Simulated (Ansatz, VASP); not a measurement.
**Two plane-wave programs on InSb**

INCAR

```
SYSTEM = InSb
PREC     = Accurate       ! precision mode
ENCUT    = 520            ! plane-wave cutoff, eV
EDIFF    = 1E-6           ! SCF threshold, eV
ISMEAR   = 0              ! smearing method
SIGMA    = 0.15           ! smearing width, eV
LREAL    = .FALSE.        ! projectors in reciprocal space
LASPH    = .TRUE.         ! aspherical terms in the spheres
NELM     = 60             ! most SCF steps
ALGO     = Normal         ! electronic algorithm
ISIF     = 2              ! what is computed and relaxed
LWAVE    = .FALSE.        ! write WAVECAR
LCHARG   = .FALSE.        ! write CHGCAR
GGA      = PS             ! functional
NBANDS   = 16             ! bands
```

The input KPOINTS:

```
regular mesh
0
G
  16 16 16
  0 0 0
```

POSCAR

```
InSb
1.0
    0.0000000000      2.9991347352      3.3903262224
    2.9991347352      0.0000000000      3.3903262224
    2.9991347352      2.9991347352      0.0000000000
In Sb
1 1
Direct
    0.0000000000      0.0000000000      0.0000000000
    0.7500000000      0.7500000000      0.7500000000
```

Input for Ansatz:

```yaml
crystal:
  lattice:
    - [0.0, 2.9991347352, 3.3903262224]
    - [2.9991347352, 0.0, 3.3903262224]
    - [2.9991347352, 2.9991347352, 0.0]
  atoms:
    - { symbol: In, position: [0.0, 0.0, 0.0] }
    - { symbol: Sb, position: [0.75, 0.75, 0.75] }
basis:
  ecutwfc: 420
kpoints:
  mp_grid: { grid: [16, 16, 16] }
hamiltonian:
  xc: pbesol
scf:
  occupations: { method: gaussian, width: 0.15 }
output:
  forces: true
  stress: true
  eigenvalues: true
```

Change from the starting cell: strain -0.080 along x and y, +0.040 along z, atoms carried along.

Alike in both runs: task single point; functional PBEsol; k mesh 16 × 16 × 16; occupations gaussian, width 0.15 eV; no spin polarisation.

```csv
,VASP,Ansatz
version,VASP 6.6.1,Ansatz 0.2.0
potentials or method,"VASP PAW PBE potentials, release 64 (In_d, Sb), cutoff 520 eV","scalar-relativistic, plane waves, PAW"
valence electrons in the cell,18,28
```

|  | VASP | Ansatz | Ansatz less VASP |
| --- | --- | --- | --- |
| gap on the k mesh at the Fermi level (eV) | none | none | - |
| pressure (GPa) | 7.1 | 7.1 | -0.03 |
| traceless stress, the component that is largest in VASP (GPa) | -2.70 | -2.69 | +0.006 |

VASP's potentials were made for PBE, not for PBEsol. A gap of «none» marks a metal or a gap that the smearing closes. The functional is the same, so the differences come from potentials, cutoffs and numerics. VASP's potentials hold 18 valence electrons a cell and Ansatz's 28, so a difference there can come from the potentials and not from the codes.

Spin-orbit coupling is off throughout.
